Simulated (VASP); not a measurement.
# Cr (P6_3/mmc) in VASP: a series of runs

Cr is run at these levels: LDA; tasks: single point.

Program: VASP 6.6.1. These are calculated values, not measurements. Logs are shortened: lines on timing, memory, paths and dates and some standing lists are left out, and cuts for length are marked.

**1. The cell of the first run**

It takes space group P6_3/mmc (No. 194, hexagonal). The conventional cell has a = 2.758 Å, b = 2.758 Å, c = 4.482 Å, α = 90.00°, β = 90.00°, γ = 120.00°. Within 3.6 Å of Cr (site symmetry -6m2) lie 12 Cr at 2.75 to 2.76 Å.

This isn't the form of Cr at room conditions, which is bcc.

**2. Single point, LDA (14.77 Å³/atom)**

INCAR reads:

```
SYSTEM = Cr
  PREC = Accurate
  ENCUT = 520
  EDIFF = 1E-7
  ISMEAR = -1
  SIGMA = 0.03
  LREAL = .FALSE.
  LASPH = .TRUE.
  NELM = 60
  ALGO = Normal
  ISIF = 2
  LWAVE = .FALSE.
  LCHARG = .FALSE.
  GGA = CA
  NBANDS = 19
```

KPOINTS reads:

```
Automatic mesh
0
G
  12 12 7
  0 0 0
```

POSCAR reads:

```
Cr
1.0
    2.7584997124      0.0000000000      0.0000000000
   -1.3792498562      2.3889308273      0.0000000000
    0.0000000000      0.0000000000      4.4823079335
Cr
2
Direct
    0.3333333333      0.6666666667      0.2500000000
    0.6666666667      0.3333333333      0.7500000000
```

Potentials or basis: VASP PAW LDA potentials, release 64 (Cr_pv).

Launch:

```sh
cat potpaw_LDA.64/Cr_pv/POTCAR > POTCAR
mpirun -np 1 vasp_std > vasp.out
```

OUTCAR:

```text
SYSTEM = Cr
   PREC = Accurate
   ENCUT = 520
   EDIFF = 1E-7
   ISMEAR = -1
   LREAL = .FALSE.
   LASPH = .TRUE.
   NELM = 60
   ISIF = 2
   GGA = CA

 ion  position               nearest neighbor table
   1  0.333  0.667  0.250-   2 2.75   2 2.75   2 2.75   2 2.75   2 2.75   2 2.75
   2  0.667  0.333  0.750-   1 2.75   1 2.75   1 2.75   1 2.75   1 2.75   1 2.75

  LATTYP: Found a hexagonal cell.
 ALAT       =     2.7584997124
 C/A-ratio  =     1.6249078850

  Lattice vectors:

 A1 = (   2.7584997124,   0.0000000000,   0.0000000000)
 A2 = (  -1.3792498562,   2.3889308273,   0.0000000000)
 A3 = (   0.0000000000,   0.0000000000,   4.4823079335)

Analysis of symmetry for initial positions (statically):
=====================================================================
 Subroutine PRICEL returns:
 Original cell was already a primitive cell.

 Routine SETGRP: Setting up the symmetry group for a
 hexagonal supercell.

 Subroutine GETGRP returns: Found 24 space group operations
 (whereof 12 operations were pure point group operations)
 out of a pool of 24 trial point group operations.

The static configuration has the point symmetry D_3d.
 The point group associated with its full space group is D_6h.

Analysis of symmetry for dynamics (positions and initial velocities):
=====================================================================
 Subroutine PRICEL returns:
 Original cell was already a primitive cell.

 Routine SETGRP: Setting up the symmetry group for a
 hexagonal supercell.

 Subroutine GETGRP returns: Found 24 space group operations
 (whereof 12 operations were pure point group operations)
 out of a pool of 24 trial point group operations.

The dynamic configuration has the point symmetry D_3d.
 The point group associated with its full space group is D_6h.

 Subroutine INISYM returns: Found 24 space group operations
 (whereof 12 operations are pure point group operations),
 and found     1 'primitive' translations

----------------------------------------------------------------------------------------

                                     Primitive cell

  volume of cell :      29.5378

  direct lattice vectors                    reciprocal lattice vectors
     2.758499712  0.000000000  0.000000000     0.362515898  0.209298651  0.000000000
    -1.379249856  2.388930827  0.000000000     0.000000000  0.418597302  0.000000000
     0.000000000  0.000000000  4.482307933     0.000000000  0.000000000  0.223099353

  length of vectors
     2.758499712  2.758499712  4.482307933     0.418597302  0.418597302  0.223099353

  position of ions in fractional coordinates (direct lattice)
     0.333333333  0.666666667  0.250000000
     0.666666667  0.333333333  0.750000000

  ion indices of the primitive-cell ions
   primitive index   ion index
                 1           1
                 2           2

----------------------------------------------------------------------------------------

 KPOINTS: Automatic mesh

Automatic generation of k-mesh.
 Grid dimensions read from file:
 generate k-points for:   12   12    7

 Generating k-lattice:

  Cartesian coordinates                     Fractional coordinates (reciprocal lattice)
     0.030209658  0.017441554  0.000000000     0.083333333 -0.000000000  0.000000000
     0.000000000  0.034883109  0.000000000     0.000000000  0.083333333  0.000000000
     0.000000000  0.000000000  0.031871336     0.000000000  0.000000000  0.142857143

  Length of vectors
     0.034883109  0.034883109  0.031871336

  Shift w.r.t. Gamma in fractional coordinates (k-lattice)
     0.000000000  0.000000000  0.000000000

 Subroutine IBZKPT returns following result:
 ===========================================

 Found     76 irreducible k-points:

 Following reciprocal coordinates:
            Coordinates               Weight
  0.000000  0.000000  0.000000      1.000000
  0.083333  0.000000  0.000000      6.000000
  0.166667 -0.000000  0.000000      6.000000
  0.250000 -0.000000  0.000000      6.000000
  0.333333 -0.000000  0.000000      6.000000
  0.416667 -0.000000  0.000000      6.000000
[... 16 lines left out ...]
  0.250000 -0.000000  0.142857     12.000000
  0.333333 -0.000000  0.142857     12.000000
 [... further k-points ...]
   k-points           NKPTS =     76   k-points in BZ     NKDIM =     76   number of bands    NBANDS=     19
   number of dos      NEDOS =    301   number of ions     NIONS =      2
   total plane-waves  NPLWV =  20736
   dimension x,y,z NGX =    24 NGY =   24 NGZ =   36
   dimension x,y,z NGXF=    48 NGYF=   48 NGZF=   72
   ions per type =               2
   NGX,Y,Z   is equivalent  to a cutoff of  14.46, 14.46, 13.35 a.u.
   NGXF,Y,Z  is equivalent  to a cutoff of  28.93, 28.93, 26.70 a.u.
 SYSTEM =  Cr
   PREC   = accura    normal or accurate (medium, high low for compatibility)
   ISTART =      0    job   : 0-new  1-cont  2-samecut
   ICHARG =      2    charge: 1-file 2-atom 10-const
   ISPIN  =      1    spin polarized calculation?
   LNONCOLLINEAR =      F non collinear calculations
   LSORBIT =      F    spin-orbit coupling
   LASPH  =      T    aspherical Exc in radial PAW
   ENCUT  =  520.0 eV  38.22 Ry    6.18 a.u.   5.13  5.13  8.33*2*pi/ulx,y,z
   NELM   =     60;   NELMIN=  2; NELMDL= -5     # of ELM steps
   EDIFF  = 0.1E-06   stopping-criterion for ELM
   LREAL  =      F    real-space projection
   EDIFFG = 0.1E-05   stopping-criterion for IOM
   NSW    =      0    number of steps for IOM
   IBRION =     -1    ionic relax: 0-MD 1-quasi-New 2-CG
   NFREE  =      0    steps in history (QN), initial steepest desc. (CG)
   ISIF   =      2    stress and relaxation
   ISYM   =      2    0-nonsym 1-usesym 2-fastsym
   POTIM  = 0.5000    time-step for ionic-motion
   TEBEG  =    0.0;   TEEND  =   0.0 temperature during run
   PSTRESS=    0.0 pullay stress
   NELECT =      24.0000    total number of electrons
   NUPDOWN=      -1.0000    fix difference up-down
   EMIN   =  10.00;   EMAX   =-10.00  energy-range for DOS
   EFERMI =   0.00;   METHOD = LEGACY
   ISMEAR =    -1;   SIGMA  =   0.03  broadening in eV -4-tet -1-fermi 0-gaus
   EFERMI_NEDOS =   21; number of points for ismear=-14 and -15
   IALGO  =     38    algorithm
   IMIX   =      4    mixing-type and parameters
     AMIX     =   0.40;   BMIX     =  1.00
     AMIX_MAG =   1.60;   BMIX_MAG =  1.00
  volume/ion in A,a.u.               =      14.77        99.67
  Fermi-wavevector in a.u.,A,eV,Ry     =   1.527634  2.886809 31.751428  2.333664
  Thomas-Fermi vector in A             =   2.635503
   LORBIT       =      0    0 simple, 1 ext, 2 COOP (PROOUT), +10 PAW based schemes
   GGA     = CA    functional components
   LHFCALC =     F    Hartree Fock is set to
   AEXX    =    0.0000 exact exchange contribution
   IVDW    =     0    specifies the selected vdW correction
   LEPSILON=     F    determine dielectric tensor
   LRPA    =     F    only Hartree local field effects (RPA)
 non-spin polarized calculation
  energy-cutoff  :      520.00
  volume of cell :       29.54
 maximum number of plane-waves:       814
 NGX is ok and might be reduce to    24
   NGX = 11   NGY = 11   NGZ = 17

 number of electron      24.0000009 magnetization

 Free energy of the ion-electron system (eV)
  ---------------------------------------------------
  ext. energy  EPLUGINS =         0.00000000
  ---------------------------------------------------
  free energy    TOTEN  =       -19.08869535 eV

  energy without entropy =      -19.06916080  energy(sigma->0) =      -19.07892808

 E-fermi :   7.4726     XC(G=0): -12.6029

 val. band max:        7.4692742803   @ k =   0.0833   0.0833   0.1429
 cond. band min:       7.4761458393   @ k =   0.0833   0.0833   0.4286
 fundamental gap:      0.0068715590
 Fermi energy:         7.4726357970

 k-point     1 :       0.0000    0.0000    0.0000
  band No.  band energies     occupation
      1     -35.2073      2.00000
      2     -34.8722      2.00000
      3     -34.8722      2.00000
      4     -34.8133      2.00000
      5     -34.8133      2.00000
      6     -34.7799      2.00000
[... 11 lines left out ...]
     18       9.1352      0.00000
     19      13.0599      0.00000

 k-point     2 :       0.0833    0.0000    0.0000
  band No.  band energies     occupation
      1     -35.1978      2.00000
      2     -34.8932      2.00000
      3     -34.8789      2.00000
      4     -34.8352      2.00000
      5     -34.8167      2.00000
      6     -34.7835      2.00000
[... 11 lines left out ...]
     18       9.9388      0.00000
     19      13.0599      0.00000

 k-point     3 :       0.1667   -0.0000    0.0000
  band No.  band energies     occupation
      1     -35.1708      2.00000
      2     -34.9511      2.00000
      3     -34.8970      2.00000
      4     -34.8941      2.00000
      5     -34.8263      2.00000
      6     -34.7946      2.00000
[... 11 lines left out ...]
     18      11.2422      0.00000
     19      13.0603      0.00000

 k-point     4 :       0.2500   -0.0000    0.0000
  band No.  band energies     occupation
      1     -35.1303      2.00000
      2     -35.0308      2.00000
      3     -34.9727      2.00000
      4     -34.9209      2.00000
      5     -34.8401      2.00000
      6     -34.8133      2.00000
[... 11 lines left out ...]
     18      12.7030      0.00000
     19      13.0612      0.00000

 k-point     5 :       0.3333   -0.0000    0.0000
  band No.  band energies     occupation
      1     -35.1111      2.00000
      2     -35.0831      2.00000
      3     -35.0493      2.00000
      4     -34.9441      2.00000
      5     -34.8544      2.00000
      6     -34.8387      2.00000
[... 11 lines left out ...]
     18      13.0632      0.00000
     19      13.0693      0.00000
[... 334 lines left out ...]
      2     -34.8898      2.00000
      3     -34.8759      2.00000
      4     -34.8430      2.00000
      5     -34.8198      2.00000
      6     -34.7995      2.00000
[... 11 lines left out ...]
     18       9.6813      0.00000
     19      13.0645      0.00000

 k-point    22 :       0.1667   -0.0000    0.1429
  band No.  band energies     occupation
      1     -35.1558      2.00000
      2     -34.9454      2.00000
      3     -34.9042      2.00000
      4     -34.8935      2.00000
      5     -34.8298      2.00000
      6     -34.8060      2.00000
[... 11 lines left out ...]
     18      10.6896      0.00000
     19      13.0657      0.00000

 k-point    23 :       0.2500   -0.0000    0.1429
  band No.  band energies     occupation
      1     -35.1278      2.00000
      2     -35.0171      2.00000
      3     -34.9821      2.00000
      4     -34.9169      2.00000
      5     -34.8441      2.00000
      6     -34.8205      2.00000
[... 11 lines left out ...]
     18      11.7473      0.00000
     19      13.0678      0.00000

 k-point    24 :       0.3333   -0.0000    0.1429
  band No.  band energies     occupation
      1     -35.1360      2.00000
      2     -35.0681      2.00000
      3     -35.0364      2.00000
      4     -34.9397      2.00000
      5     -34.8588      2.00000
      6     -34.8416      2.00000
[... 11 lines left out ...]
     18      12.6650      0.00000
     19      13.0726      0.00000

 [... further k-points ...]

------------------------ aborting loop because EDIFF is reached ----------------------------------------

  FORCE on cell =-STRESS in cart. coord.  units (eV):
  Direction    XX          YY          ZZ          XY          YZ          ZX
  --------------------------------------------------------------------------------------
  -------------------------------------------------------------------------------------
  Total       -8.2837200     -8.2837200     -6.9635061      0.0000000     -0.0000000      0.0000000
  in kB     -449.3221047   -449.3221047   -377.7116090      0.0000000     -0.0000000      0.0000000
  external PRESSURE =    -425.4519395 kB  Pullay stress =       0.0000000 kB

 VOLUME and BASIS-vectors are now :
 -----------------------------------------------------------------------------
  energy-cutoff  :      520.00
  volume of cell :       29.54
      direct lattice vectors                 reciprocal lattice vectors
     2.758499712  0.000000000  0.000000000     0.362515898  0.209298651  0.000000000
    -1.379249856  2.388930827  0.000000000     0.000000000  0.418597302  0.000000000
     0.000000000  0.000000000  4.482307933     0.000000000  0.000000000  0.223099353

 POSITION                                       TOTAL-FORCE (eV/Angst)
 -----------------------------------------------------------------------------------
     -0.00000      1.59262      1.12058        -0.000000      0.000000      0.000000
      1.37925      0.79631      3.36173         0.000000     -0.000000      0.000000
 -----------------------------------------------------------------------------------
    total drift:                               -0.000000      0.000000     -0.000000

  FREE ENERGIE OF THE ION-ELECTRON SYSTEM (eV)
  ---------------------------------------------------
  free  energy   TOTEN  =       -19.0886953483 eV

  energy  without entropy=      -19.0691608048  energy(sigma->0) =      -19.07892808
```

It took 14 s on 1 thread of Intel Xeon 6975P-C (Granite Rapids), shared host; peak memory 0.15 GiB.

What came out:

| Item | Value |
| --- | --- |
| Free energy | -19.0887 eV |
| Pressure | -42.5 GPa |
| Band gap on the k mesh | zero (bands 12 and 13 overlap by 0.85 eV) |

Caveat: the cell stands under tension; the run has no spin polarisation, though such a crystal can be magnetic.

**3. Single point, LDA (15.47 Å³/atom)**

This run uses another cell than the first one, of 15.47 Å³/atom.

INCAR reads:

```
PREC     = Accurate       # precision mode
ENCUT    = 520            # plane-wave cutoff, eV
EDIFF    = 1E-7           # SCF threshold, eV
ISMEAR   = -1             # smearing method
SIGMA    = 0.03           # smearing width, eV
LREAL    = F              # projectors in reciprocal space
LASPH    = T              # aspherical terms in the spheres
NELM     = 80             # most SCF steps
ALGO     = Normal         # electronic algorithm
ISIF     = 2              # what is computed and relaxed
LWAVE    = F              # write WAVECAR
LCHARG   = F              # write CHGCAR
NBANDS   = 19             # bands
```

KPOINTS reads:

```
regular mesh
0
Gamma
  12 12 7
```

POSCAR reads:

```
Cr
1.0
    2.8016082334      0.0000000000      0.0000000000
   -1.4008041167      2.4262639016      0.0000000000
    0.0000000000      0.0000000000      4.5523553092
Cr
2
Direct
    0.3333333333      0.6666666667      0.2500000000
    0.6666666667      0.3333333333      0.7500000000
```

Potentials or basis: VASP PAW LDA potentials, release 64 (Cr_pv).

Launch:

```sh
cat potpaw_LDA.64/Cr_pv/POTCAR > POTCAR
mpirun -np 1 vasp_std > vasp.out
```

It took 14 s on 1 thread of Intel Xeon 6975P-C (Granite Rapids), shared host; peak memory 0.15 GiB.

It converged, with:

```
Free energy            : -18.7056 eV
Pressure               : -44.7 GPa
Band gap on the k mesh : zero (bands 12 and 13 overlap by 0.79 eV)
```

Stress tensor (GPa, compression positive):
```
-46.88   0.00   0.00
  0.00 -46.88   0.00
  0.00   0.00 -40.41
```

Levels at points of the mesh, in eV from the Fermi level:
| k point | band 9 | band 10 | band 11 | band 12 | band 13 | band 14 | band 15 | band 16 |
| --- | --- | --- | --- | --- | --- | --- | --- | --- |
| (0.00, 0.00, 0.00) | -0.27 | -0.26 | -0.26 | 0.06 | 0.06 | 0.46 | 0.46 | 0.59 |
| (0.50, 0.00, 0.00) | -2.21 | -0.83 | -0.38 | -0.31 | 0.07 | 1.70 | 1.79 | 1.85 |

Caveat: the cell stands under tension; the run has no spin polarisation, though such a crystal can be magnetic. Spin polarisation is off, so any magnetic state and its effect on volume and gap are missing.

(Continued in part 2 of 2.)
